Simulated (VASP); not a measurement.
Input of a VASP 6.6.1 run:

The input INCAR:

```
SYSTEM = Ti
  ALGO = Normal
  EDIFF = 1E-6
  ENCUT = 520
  ISIF = 2
  ISMEAR = 0
  LASPH = .True.
  LCHARG = .False.
  LREAL = .False.
  LWAVE = .False.
  NBANDS = 12
  NELM = 80
  PREC = Accurate
  SIGMA = 0.1
```

KPOINTS

```
k-points
0
Gamma
  8 8 8
  0 0 0
```

POSCAR

```
Ti
1.0
   -1.5552112696      1.5552112696      1.5552112696
    1.5552112696     -1.5552112696      1.5552112696
    1.5552112696      1.5552112696     -1.5552112696
Ti
1
Direct
    0.0000000000      0.0000000000      0.0000000000
```

Potentials or basis: VASP PAW LDA potentials, release 64 (Ti_sv).

Run with:

```bash
$ cat potpaw_LDA.64/Ti_sv/POTCAR > POTCAR
$ mpirun -np 1 vasp_std > vasp.out
```

Question: What does it give for the band gap on the k mesh?

Answer: Zero (band 6 reaches 10.48 eV, above the bottom of band 7 at 8.77 eV).

Question: What does it give for the pressure?

Answer: 7.2 GPa.
